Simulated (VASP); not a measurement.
Runs of VASP 6.6.1 on CdF2. The structure is that of space group Fm-3m (No. 225), or close to it. The cells are those of the table. 

```tsv
level	potentials or basis	spin	cell	k mesh	gap on the mesh (eV)	pressure (GPa)	moment (μB)
PBE	VASP PAW PBE potentials, release 64 (Cd, F)	non-collinear, zero start, SOC	a = 3.810 Å, angles 60.0°, 3 atoms	7 × 7 × 7	-	6.2	0.00
LDA	VASP PAW LDA potentials, release 64 (Cd, F)	non-collinear, zero start, SOC	a = 3.810 Å, angles 60.0°, 3 atoms	7 × 7 × 7	-	-4.7	0.00
PBEsol	VASP PAW PBE potentials, release 64 (Cd, F)	non-collinear, zero start, SOC	a = 3.810 Å, angles 60.0°, 3 atoms	7 × 7 × 7	-	(a)	0.00
LDA	VASP PAW LDA potentials, release 64 (Cd, F)	off	a = 3.810 Å, angles 60.0°, 3 atoms	9 × 9 × 9	(b)	-4.7	-
PBEsol	VASP PAW PBE potentials, release 64 (Cd, F)	off	a = 3.807 Å, angles 60.0°, 3 atoms	9 × 9 × 9	2.94	0.8	-
```

Alike in all rows: task single point; cutoff (eV) 520; smearing fermi-dirac 0.05 eV.

Question: Fill in the values left out.

Answer: (a) 0.5; (b) 2.83.

Caveats: the cell stands under tension (at least some runs); the PAW data sets were made with another functional, which shifts forces and pressure a little (at least some runs); an odd mesh through Γ misses points on the zone boundary, where band edges can lie (at least some runs); the cell stands under pressure (at least some runs).

A k mesh can miss the band edges, and rows without SOC leave out spin-orbit coupling on Cd.
